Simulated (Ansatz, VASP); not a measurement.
CaSc: VASP beside Ansatz

```xyz
2
Lattice="0.0000 2.7719 2.7719 2.7719 0.0000 2.7719 2.7719 2.7719 0.0000" Properties=species:S:1:pos:R:3 pbc="T T T"
Ca    0.0000    0.0000    0.0000
Sc    2.7719    2.7719    2.7719
```

Change from the starting cell: species swapped into the CaSe type (Fm-3m, No. 225).

Alike in both runs: task relaxation of cell and atoms; functional PBE; k mesh 6 × 6 × 6; occupations gaussian, width 0.1 eV; no spin polarisation.

```csv
,VASP,Ansatz
version,VASP 6.6.1,Ansatz 0.2.0
potentials or method,"VASP PAW PBE potentials, release 64 (Ca_sv, Sc_sv), cutoff 600 eV","scalar-relativistic, plane waves, PAW"
valence electrons in the cell,21,21
```

```tsv
	VASP	Ansatz	Ansatz less VASP
gap on the k mesh at the Fermi level, each at its own relaxed structure (eV)	none	none	-
relaxed volume (Å³/atom)	34.03	33.59	-0.435
relaxed cell length with the largest relative difference (Å)	4.583	4.563	-0.0196
```

A gap of «none» marks a metal or a gap that the smearing closes.

Noted on VASP's run: the volume moved by over 15 % at a fixed basis, so the end points are rough; too few bands were computed for a metal, which touches its energy and stress.
